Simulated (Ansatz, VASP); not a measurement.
## PtSe2: VASP beside Ansatz

INCAR

```
PREC     = Accurate       # precision mode
ENCUT    = 520            # plane-wave cutoff, eV
EDIFF    = 1E-6           # SCF threshold, eV
ISMEAR   = 0              # smearing method
SIGMA    = 0.1            # smearing width, eV
LREAL    = False          # projectors in reciprocal space
LASPH    = True           # aspherical terms in the spheres
NELM     = 150            # most SCF steps
ALGO     = Normal         # electronic algorithm
ISIF     = 2              # what is computed and relaxed
LWAVE    = False          # write WAVECAR
LCHARG   = False          # write CHGCAR
ISPIN    = 2              # spin polarisation
MAGMOM   = 1 0 0          # initial moments
LORBIT   = 11             # projections on sites
LMAXMIX  = 4              # l up to which the mixer works
LDIPOL   = True         
IDIPOL   = 3            
DIPOL    = 0.5 0.5 0.301
GGA      = PE             # functional
NBANDS   = 22             # bands
```

KPOINTS

```
regular mesh
0
Gamma
  6 6 1
```

File POSCAR:

```
PtSe2
1.0
    3.6252952658      0.0000000035      0.0000000000
   -1.8126476359      3.1395977947      0.0000000000
    0.0000000000      0.0000000000     29.8754795200
Pt Se
1 2
Direct
    0.6666666667      0.3333333333      0.3012503948
    0.3333333333      0.6666666667      0.3508972591
    0.3333333333      0.6666666667      0.2516035305
```

Input for Ansatz:

```yaml
crystal:
  lattice:
    - [3.6252952658, 3.5e-09, 0.0]
    - [-1.8126476359, 3.1395977947, 0.0]
    - [0.0, 0.0, 29.87547952]
  atoms:
    - { symbol: Pt, position: [0.6666666667, 0.3333333333, 0.3012503948], spin: 1.0 }
    - { symbol: Se, position: [0.3333333333, 0.6666666667, 0.3508972591] }
    - { symbol: Se, position: [0.3333333333, 0.6666666667, 0.2516035305] }
  periodic: [true, true, false]
basis:
  ecutwfc: 420
kpoints:
  mp_grid: { grid: [6, 6, 1] }
hamiltonian:
  xc: pbe
scf:
  occupations: { method: gaussian, width: 0.1 }
  lower_state_search: "off"
output:
  forces: true
  stress: true
  eigenvalues: true
  populations: true
magnetization:
  spin_polarized: true
```

Change from the starting cell: species swapped into a sheet of the WSe2 type.

Alike in both runs: task single point; functional PBE; k mesh 6 × 6 × 1; occupations gaussian, width 0.1 eV; collinear spin.

```csv
,VASP,Ansatz
version,VASP 6.6.1,Ansatz 0.2.0
potentials or method,"VASP PAW PBE potentials, release 64 (Pt, Se), cutoff 520 eV","scalar-relativistic, plane waves, PAW"
valence electrons in the cell,22,50
```

```tsv
	VASP	Ansatz	Ansatz less VASP
gap on the k mesh at the Fermi level (eV)	none	none	-
net moment per atom (μB)	0.00	0.00	0.000
```

A gap of «none» marks a metal or a gap that the smearing closes. The functional is the same, so the differences come from potentials, cutoffs and numerics. VASP's potentials hold 22 valence electrons a cell and Ansatz's 50, so a difference there can come from the potentials and not from the codes. Ansatz's warnings: seeded moment not kept.

Spin-orbit coupling is off throughout.
